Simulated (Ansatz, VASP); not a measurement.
**Ru in VASP and in Ansatz**

```xyz
2
Lattice="2.6975 0.0000 0.0000 -1.3488 2.3361 0.0000 0.0000 0.0000 4.2657" Properties=species:S:1:pos:R:3 pbc="T T T"
Ru    0.0000    1.5574    1.0664
Ru    1.3488    0.7787    3.1993
```

Alike in both runs: functional PBE; dispersion D3(BJ); k mesh 18 × 18 × 10; occupations gaussian, width 0.1 eV; no spin polarisation.

Ansatz relaxed the structure, and its values are those at the end. VASP's run is a single point on that final structure, the one shown.

|  | VASP | Ansatz |
| --- | --- | --- |
| version | VASP 6.6.1 | Ansatz 0.2.0 |
| potentials or method | VASP PAW PBE potentials, release 64 (Ru_pv), cutoff 520 eV | scalar-relativistic, plane waves, PAW |
| valence electrons in the cell | 28 | 32 |

```tsv
	VASP	Ansatz	Ansatz less VASP
gap on the k mesh at the Fermi level (eV)	none	none	-
pressure (GPa)	-0.1	0.0	+0.09
```

A gap of «none» marks a metal or a gap that the smearing closes. VASP's potentials hold 28 valence electrons a cell and Ansatz's 32, so a difference there can come from the potentials and not from the codes.
